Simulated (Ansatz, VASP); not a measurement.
# One calculation of Ba, two programs

```
Ba
1.0
    -2.52112    2.52112    2.52112
     2.52112   -2.52112    2.52112
     2.52112    2.52112   -2.52112
Ba
1
Direct
  0.00000 0.00000 0.00000
```

Change from the starting cell: volume scaled by 1.06.

Alike in both runs: task single point; functional PBE; k mesh 8 × 8 × 8; occupations tetrahedron; no spin polarisation.

|  | VASP | Ansatz |
| --- | --- | --- |
| version | VASP 6.6.1 | Ansatz 0.2.0 |
| potentials or method | VASP PAW PBE potentials, release 64 (Ba_sv), cutoff 520 eV | all-electron LAPW, scalar-relativistic |

VASP gave:

```
gap on the k mesh at the Fermi level (eV) : none
pressure (GPa)                            : 0.0
```

Q: Which values does Ansatz return?

A: gap on the k mesh at the Fermi level (eV): none; pressure (GPa): -0.1.

A gap of «none» marks a metal or a gap that the smearing closes. Ansatz ran all-electron here, and VASP with PAW potentials.

Spin-orbit coupling is off throughout.
